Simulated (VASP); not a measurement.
# RuSe (F-43m) in VASP: further runs

The runs below take RuSe through single point, with r2SCAN.

All numbers are computed with VASP 6.6.1; they aren't measurements. Logs are shortened: lines on timing, memory, paths and dates and some standing lists are left out, and cuts for length are marked.

## Step 1: The cell of the first run

It takes space group F-43m (No. 216, cubic). The conventional cell has a = 5.465 Å, b = 5.465 Å, c = 5.465 Å, α = 90.00°, β = 90.00°, γ = 90.00°. Ru (site symmetry -43m) has 4 Se at 2.37 Å within 3.1 Å. Within 3.1 Å of Se (site symmetry -43m) lie 4 Ru at 2.37 Å.

## Step 2: Single point, r2SCAN

File POSCAR:

```
RuSe
1.0
    0.0000000000      2.7324236492      2.7324236492
    2.7324236492      0.0000000000      2.7324236492
    2.7324236492      2.7324236492      0.0000000000
Ru Se
1 1
Direct
    0.0000000000      0.0000000000      0.0000000000
    0.2500000000      0.2500000000      0.2500000000
```

File INCAR.step1:

```
PREC = Accurate
ENCUT = 520
ISMEAR = 0
SIGMA = 0.05
LREAL = False
LASPH = True
NELM = 60
NBANDS = 17
GGA = PE
ALGO = Normal
EDIFF = 1E-4
LWAVE = True
LCHARG = False
```

File INCAR.step2:

```
PREC = Accurate
ENCUT = 520
EDIFF = 1E-6
ISMEAR = 0
SIGMA = 0.05
LREAL = False
LASPH = True
NELM = 60
ALGO = Normal
ISIF = 2
LWAVE = False
LCHARG = False
METAGGA = R2SCAN
LMIXTAU = True
NBANDS = 17
ISTART = 1
```

File KPOINTS:

```
Automatic mesh
0
Gamma
  10 10 10
```

Potentials or basis: VASP PAW PBE potentials, release 64 (Ru_pv, Se).

Run with:

```bash
> cat potpaw_PBE.64/Ru_pv/POTCAR potpaw_PBE.64/Se/POTCAR > POTCAR
> cp INCAR.step1 INCAR
> mpirun -np 1 vasp_std > vasp.out
> cp INCAR.step2 INCAR
> mpirun -np 1 vasp_std > vasp.out
```

OUTCAR:

```text
PREC = Accurate
   ENCUT = 520
   EDIFF = 1E-6
   ISMEAR = 0
   LREAL = False
   LASPH = True
   NELM = 60
   ISIF = 2
   METAGGA = R2SCAN
   ISTART = 1

 ion  position               nearest neighbor table
   1  0.000  0.000  0.000-   2 2.37   2 2.37   2 2.37   2 2.37
   2  0.250  0.250  0.250-   1 2.37   1 2.37   1 2.37   1 2.37

  LATTYP: Found a face centered cubic cell.
 ALAT       =     5.4648472984

  Lattice vectors:

 A1 = (   0.0000000000,   2.7324236492,   2.7324236492)
 A2 = (   2.7324236492,   0.0000000000,   2.7324236492)
 A3 = (   2.7324236492,   2.7324236492,   0.0000000000)

Analysis of symmetry for initial positions (statically):
=====================================================================
 Subroutine PRICEL returns:
 Original cell was already a primitive cell.

 Routine SETGRP: Setting up the symmetry group for a
 face centered cubic supercell.

 Subroutine GETGRP returns: Found 24 space group operations
 (whereof 24 operations were pure point group operations)
 out of a pool of 48 trial point group operations.

The static configuration has the point symmetry T_d .

Analysis of symmetry for dynamics (positions and initial velocities):
=====================================================================
 Subroutine PRICEL returns:
 Original cell was already a primitive cell.

 Routine SETGRP: Setting up the symmetry group for a
 face centered cubic supercell.

 Subroutine GETGRP returns: Found 24 space group operations
 (whereof 24 operations were pure point group operations)
 out of a pool of 48 trial point group operations.

The dynamic configuration has the point symmetry T_d .

 Subroutine INISYM returns: Found 24 space group operations
 (whereof 24 operations are pure point group operations),
 and found     1 'primitive' translations

----------------------------------------------------------------------------------------

                                     Primitive cell

  volume of cell :      40.8013

  direct lattice vectors                    reciprocal lattice vectors
     0.000000000  2.732423649  2.732423649    -0.182987730  0.182987730  0.182987730
     2.732423649  0.000000000  2.732423649     0.182987730 -0.182987730  0.182987730
     2.732423649  2.732423649  0.000000000     0.182987730  0.182987730 -0.182987730

  length of vectors
     3.864230583  3.864230583  3.864230583     0.316944045  0.316944045  0.316944045

  position of ions in fractional coordinates (direct lattice)
     0.000000000  0.000000000  0.000000000
     0.250000000  0.250000000  0.250000000

  ion indices of the primitive-cell ions
   primitive index   ion index
                 1           1
                 2           2

----------------------------------------------------------------------------------------

 KPOINTS: Automatic mesh

Automatic generation of k-mesh.
 Grid dimensions read from file:
 generate k-points for:   10   10   10

 Generating k-lattice:

  Cartesian coordinates                     Fractional coordinates (reciprocal lattice)
    -0.018298773  0.018298773  0.018298773     0.100000000  0.000000000  0.000000000
     0.018298773 -0.018298773  0.018298773     0.000000000  0.100000000  0.000000000
     0.018298773  0.018298773 -0.018298773     0.000000000  0.000000000  0.100000000

  Length of vectors
     0.031694404  0.031694404  0.031694404

  Shift w.r.t. Gamma in fractional coordinates (k-lattice)
     0.000000000  0.000000000  0.000000000

 Subroutine IBZKPT returns following result:
 ===========================================

 Found     47 irreducible k-points:

 Following reciprocal coordinates:
            Coordinates               Weight
  0.000000  0.000000  0.000000      1.000000
  0.100000  0.000000  0.000000      8.000000
  0.200000  0.000000  0.000000      8.000000
  0.300000  0.000000  0.000000      8.000000
  0.400000  0.000000  0.000000      8.000000
  0.500000  0.000000  0.000000      4.000000
[... 16 lines left out ...]
  0.300000  0.300000  0.000000      6.000000
  0.400000  0.300000  0.000000     24.000000
 [... further k-points ...]
   k-points           NKPTS =     47   k-points in BZ     NKDIM =     47   number of bands    NBANDS=     17
   number of dos      NEDOS =    301   number of ions     NIONS =      2
   total plane-waves  NPLWV =  27000
   dimension x,y,z NGX =    30 NGY =   30 NGZ =   30
   dimension x,y,z NGXF=    60 NGYF=   60 NGZF=   60
   ions per type =               1   1
   NGX,Y,Z   is equivalent  to a cutoff of  12.91, 12.91, 12.91 a.u.
   NGXF,Y,Z  is equivalent  to a cutoff of  25.81, 25.81, 25.81 a.u.
 SYSTEM =  unknown system
   PREC   = accura    normal or accurate (medium, high low for compatibility)
   ISTART =      1    job   : 0-new  1-cont  2-samecut
   ICHARG =      0    charge: 1-file 2-atom 10-const
   ISPIN  =      1    spin polarized calculation?
   LNONCOLLINEAR =      F non collinear calculations
   LSORBIT =      F    spin-orbit coupling
   LASPH  =      T    aspherical Exc in radial PAW
   ENCUT  =  520.0 eV  38.22 Ry    6.18 a.u.   7.18  7.18  7.18*2*pi/ulx,y,z
   NELM   =     60;   NELMIN=  2; NELMDL=  0     # of ELM steps
   EDIFF  = 0.1E-05   stopping-criterion for ELM
   LREAL  =      F    real-space projection
   EDIFFG = 0.1E-04   stopping-criterion for IOM
   NSW    =      0    number of steps for IOM
   IBRION =     -1    ionic relax: 0-MD 1-quasi-New 2-CG
   NFREE  =      0    steps in history (QN), initial steepest desc. (CG)
   ISIF   =      2    stress and relaxation
   ISYM   =      2    0-nonsym 1-usesym 2-fastsym
   POTIM  = 0.5000    time-step for ionic-motion
   TEBEG  =    0.0;   TEEND  =   0.0 temperature during run
   PSTRESS=    0.0 pullay stress
   NELECT =      20.0000    total number of electrons
   NUPDOWN=      -1.0000    fix difference up-down
   EMIN   =  10.00;   EMAX   =-10.00  energy-range for DOS
   EFERMI =   0.00;   METHOD = LEGACY
   ISMEAR =     0;   SIGMA  =   0.05  broadening in eV -4-tet -1-fermi 0-gaus
   EFERMI_NEDOS =   21; number of points for ismear=-14 and -15
   IALGO  =     38    algorithm
   IMIX   =      4    mixing-type and parameters
     AMIX     =   0.40;   BMIX     =  1.00
     AMIX_MAG =   1.60;   BMIX_MAG =  1.00
  volume/ion in A,a.u.               =      20.40       137.67
  Fermi-wavevector in a.u.,A,eV,Ry     =   1.290803  2.439265 22.669669  1.666174
  Thomas-Fermi vector in A             =   2.422613
   LORBIT       =      0    0 simple, 1 ext, 2 COOP (PROOUT), +10 PAW based schemes
   METAGGA = R2SCAN    functional components
   LHFCALC =     F    Hartree Fock is set to
   AEXX    =    0.0000 exact exchange contribution
   IVDW    =     0    specifies the selected vdW correction
   LEPSILON=     F    determine dielectric tensor
   LRPA    =     F    only Hartree local field effects (RPA)
 non-spin polarized calculation
 Gauss-broadening in eV      SIGMA  =   0.05
  energy-cutoff  :      520.00
  volume of cell :       40.80
 maximum number of plane-waves:      1113
 NGX is ok and might be reduce to    30
   NGX = 15   NGY = 15   NGZ = 15

 number of electron      20.0000002 magnetization

 Free energy of the ion-electron system (eV)
  ---------------------------------------------------
  ext. energy  EPLUGINS =         0.00000000
  ---------------------------------------------------
  free energy    TOTEN  =       -39.57564086 eV

  energy without entropy =      -39.57320482  energy(sigma->0) =      -39.57442284

 E-fermi :   6.5301     XC(G=0): -11.3299

 val. band max:        6.5083798856   @ k =   0.5000   0.4000   0.0000
 cond. band min:       6.5401874943   @ k =  -0.4000   0.4000   0.0000
 fundamental gap:      0.0318076087
 Fermi energy:         6.5301249534

 k-point     1 :       0.0000    0.0000    0.0000
  band No.  band energies     occupation
      1     -37.4694      2.00000
      2     -37.4694      2.00000
      3     -37.4694      2.00000
      4      -9.2734      2.00000
      5       0.8068      2.00000
      6       0.8068      2.00000
[... 9 lines left out ...]
     16      14.5167      0.00000
     17      16.1607      0.00000

 k-point     2 :       0.1000    0.0000    0.0000
  band No.  band energies     occupation
      1     -37.4727      2.00000
      2     -37.4699      2.00000
      3     -37.4699      2.00000
      4      -9.2022      2.00000
      5       0.7061      2.00000
      6       0.8527      2.00000
[... 9 lines left out ...]
     16      14.6893      0.00000
     17      16.1607      0.00000

 k-point     3 :       0.2000    0.0000    0.0000
  band No.  band energies     occupation
      1     -37.4812      2.00000
      2     -37.4713      2.00000
      3     -37.4713      2.00000
      4      -9.0115      2.00000
      5       0.4913      2.00000
      6       0.9671      2.00000
[... 9 lines left out ...]
     16      15.0883      0.00000
     17      16.1608      0.00000

 k-point     4 :       0.3000    0.0000    0.0000
  band No.  band energies     occupation
      1     -37.4917      2.00000
      2     -37.4729      2.00000
      3     -37.4729      2.00000
      4      -8.7668      2.00000
      5       0.3179      2.00000
      6       1.0928      2.00000
[... 9 lines left out ...]
     16      15.4201      0.00000
     17      16.1608      0.00000
[... 343 lines left out ...]
      1     -37.4909      2.00000
      2     -37.4786      2.00000
      3     -37.4729      2.00000
      4      -8.6831      2.00000
      5       0.3780      2.00000
      6       1.0330      2.00000
[... 9 lines left out ...]
     16      15.6230      0.00000
     17      16.1612      0.00000

 k-point    23 :       0.3000    0.3000    0.0000
  band No.  band energies     occupation
      1     -37.4920      2.00000
      2     -37.4776      2.00000
      3     -37.4776      2.00000
      4      -8.5973      2.00000
      5      -0.0477      2.00000
      6       1.4677      2.00000
[... 9 lines left out ...]
     16      16.9311      0.00000
     17      17.2802      0.00000

 k-point    24 :       0.4000    0.3000    0.0000
  band No.  band energies     occupation
      1     -37.4970      2.00000
      2     -37.4800      2.00000
      3     -37.4791      2.00000
      4      -8.4349      2.00000
      5      -0.0988      2.00000
      6       1.5917      2.00000
[... 9 lines left out ...]
     16      16.6042      0.00000
     17      17.6089      0.00000

 [... further k-points ...]
[... 5 lines left out ...]
  --------------------------------------------------------------------------------------
  -------------------------------------------------------------------------------------
  Total        0.0193171      0.0193171      0.0193171      0.0000000      0.0000000      0.0000000
  in kB        0.7585412      0.7585412      0.7585412      0.0000000      0.0000000      0.0000000
  external PRESSURE =       0.7585412 kB  Pullay stress =       0.0000000 kB

 VOLUME and BASIS-vectors are now :
 -----------------------------------------------------------------------------
  energy-cutoff  :      520.00
  volume of cell :       40.80
      direct lattice vectors                 reciprocal lattice vectors
     0.000000000  2.732423649  2.732423649    -0.182987730  0.182987730  0.182987730
     2.732423649  0.000000000  2.732423649     0.182987730 -0.182987730  0.182987730
     2.732423649  2.732423649  0.000000000     0.182987730  0.182987730 -0.182987730

 POSITION                                       TOTAL-FORCE (eV/Angst)
 -----------------------------------------------------------------------------------
      0.00000      0.00000      0.00000         0.000000      0.000000      0.000000
      1.36621      1.36621      1.36621        -0.000000     -0.000000     -0.000000
 -----------------------------------------------------------------------------------
    total drift:                                0.000001      0.000001      0.000001

  FREE ENERGIE OF THE ION-ELECTRON SYSTEM (eV)
  ---------------------------------------------------
  free  energy   TOTEN  =       -39.5756408565 eV

  energy  without entropy=      -39.5732048152  energy(sigma->0) =      -39.57442284
```

It took 65 s on 1 thread of Intel Xeon 6975P-C (Granite Rapids), shared host; peak memory 0.19 GiB.

Results:

| Quantity | Value |
| --- | --- |
| Free energy | -39.5756 eV |
| Pressure | 0.1 GPa |
| Band gap on the k mesh | zero (band 10 reaches 8.96 eV, above the bottom of band 11 at 6.10 eV) |

Levels at points of the mesh, in eV from the Fermi level:
```tsv
k point	band 7	band 8	band 9	band 10	band 11	band 12	band 13	band 14
(0.00, 0.00, 0.00)	-5.72	-1.98	-1.98	2.31	3.66	3.66	3.66	7.99
(0.50, 0.00, 0.00)	-5.33	-1.69	-1.69	-1.26	1.63	1.63	4.53	9.03
(0.50, 0.50, 0.00)	-4.49	-2.26	-1.36	-1.04	-0.43	-0.43	5.67	7.06
```

Caveat: the PAW data sets were made with another functional, which shifts forces and pressure a little.

## Step 3: Single point, r2SCAN (volume scaled by 1.020)

File POSCAR:

```
RuSe
1.0
    0.0000000000      2.7505196974      2.7505196974
    2.7505196974      0.0000000000      2.7505196974
    2.7505196974      2.7505196974      0.0000000000
Ru Se
1 1
Direct
    0.0000000000      0.0000000000      0.0000000000
    0.2500000000      0.2500000000      0.2500000000
```

File INCAR.step1:

```
SYSTEM = RuSe
  ALGO = Normal
  EDIFF = 1E-4
  ENCUT = 520
  GGA = PE
  ISMEAR = 0
  LASPH = .TRUE.
  LCHARG = .FALSE.
  LREAL = .FALSE.
  LWAVE = .TRUE.
  NBANDS = 17
  NELM = 100
  PREC = Accurate
  SIGMA = 0.05
```

File INCAR.step2:

```
SYSTEM = RuSe
  ALGO = Normal
  EDIFF = 1E-6
  ENCUT = 520
  ISIF = 2
  ISMEAR = 0
  ISTART = 1
  LASPH = .TRUE.
  LCHARG = .FALSE.
  LMIXTAU = .TRUE.
  LREAL = .FALSE.
  LWAVE = .FALSE.
  METAGGA = R2SCAN
  NBANDS = 17
  NELM = 100
  PREC = Accurate
  SIGMA = 0.05
```

File KPOINTS:

```
k-points
0
G
  10 10 10
  0 0 0
```

Potentials or basis: VASP PAW PBE potentials, release 64 (Ru_pv, Se).

Run with:

```bash
> cat potpaw_PBE.64/Ru_pv/POTCAR potpaw_PBE.64/Se/POTCAR > POTCAR
> cp INCAR.step1 INCAR
> mpirun -np 1 vasp_std > vasp.out
> cp INCAR.step2 INCAR
> mpirun -np 1 vasp_std > vasp.out
```

Wall time 64 s (1 thread of Intel Xeon 6975P-C (Granite Rapids), shared host); peak memory 0.19 GiB.

The run converged. Its results:

| Item | Value |
| --- | --- |
| Free energy | -39.5699 eV |
| Pressure | -2.4 GPa |
| Band gap on the k mesh | zero (band 10 reaches 8.65 eV, above the bottom of band 11 at 5.89 eV) |

Levels at points of the mesh, in eV from the Fermi level:
```tsv
k point	band 7	band 8	band 9	band 10	band 11	band 12	band 13	band 14
(0.00, 0.00, 0.00)	-5.61	-1.92	-1.92	2.25	3.56	3.56	3.56	7.92
(0.50, 0.00, 0.00)	-5.22	-1.64	-1.64	-1.23	1.59	1.59	4.49	8.95
(0.50, 0.50, 0.00)	-4.43	-2.17	-1.32	-1.02	-0.40	-0.40	5.57	6.99
```

Caveat: the PAW data sets were made with another functional, which shifts forces and pressure a little.

## Step 4: Single point, r2SCAN (volume scaled by 1.040)

File POSCAR:

```
RuSe
1.0
    0.0000000000      2.7683807154      2.7683807154
    2.7683807154      0.0000000000      2.7683807154
    2.7683807154      2.7683807154      0.0000000000
Ru Se
1 1
Direct
    0.0000000000      0.0000000000      0.0000000000
    0.2500000000      0.2500000000      0.2500000000
```

File INCAR.step1:

```
SYSTEM = RuSe
  ALGO = Normal
  EDIFF = 1E-4
  ENCUT = 520
  GGA = PE
  ISMEAR = 0
  LASPH = .True.
  LCHARG = .False.
  LREAL = .False.
  LWAVE = .True.
  NBANDS = 17
  NELM = 60
  PREC = Accurate
  SIGMA = 0.05
```

File INCAR.step2:

```
SYSTEM = RuSe
  ALGO = Normal
  EDIFF = 1E-6
  ENCUT = 520
  ISIF = 2
  ISMEAR = 0
  ISTART = 1
  LASPH = .True.
  LCHARG = .False.
  LMIXTAU = .True.
  LREAL = .False.
  LWAVE = .False.
  METAGGA = R2SCAN
  NBANDS = 17
  NELM = 60
  PREC = Accurate
  SIGMA = 0.05
```

File KPOINTS:

```
k-points
0
Gamma
  10 10 10
  0 0 0
```

Run with:

```bash
> cat potpaw_PBE.64/Ru_pv/POTCAR potpaw_PBE.64/Se/POTCAR > POTCAR
> cp INCAR.step1 INCAR
> mpirun -np 1 vasp_std > vasp.out
> cp INCAR.step2 INCAR
> mpirun -np 1 vasp_std > vasp.out
```

It took 75 s on 1 thread of Intel Xeon 6975P-C (Granite Rapids), shared host; peak memory 0.19 GiB.

Results (log left out):

```
Free energy            : -39.5524 eV
Pressure               : -4.5 GPa
Band gap on the k mesh : zero (band 10 reaches 8.36 eV, above the bottom of band 11 at 5.68 eV)
```

Levels at points of the mesh, in eV from the Fermi level:
| k point | band 8 | band 9 | band 10 | band 11 | band 12 | band 13 |
| --- | --- | --- | --- | --- | --- | --- |
| (0.00, 0.00, 0.00) | -1.87 | -1.87 | 2.20 | 3.46 | 3.46 | 3.46 |
| (0.50, 0.00, 0.00) | -1.60 | -1.60 | -1.19 | 1.55 | 1.55 | 4.44 |
| (0.50, 0.50, 0.00) | -2.09 | -1.29 | -1.01 | -0.38 | -0.38 | 5.48 |

Caveat: the PAW data sets were made with another functional, which shifts forces and pressure a little.

## Step 5: The runs side by side

```csv
cell,gap on the mesh (eV),pressure (GPa)
"a = 3.864 Å, angles 60.0°, 2 atoms",none,0.1
"a = 3.890 Å, angles 60.0°, 2 atoms",none,-2.4
"a = 3.915 Å, angles 60.0°, 2 atoms",none,-4.5
```

Alike in all rows: task single point; level r2SCAN; potentials or basis VASP PAW PBE potentials, release 64 (Ru_pv, Se); no spin polarisation; k mesh 10 × 10 × 10; cutoff (eV) 520; smearing gaussian 0.05 eV.

Caveats: the PAW data sets were made with another functional, which shifts forces and pressure a little.

Absolute energies hang on the potentials; compare differences alone.
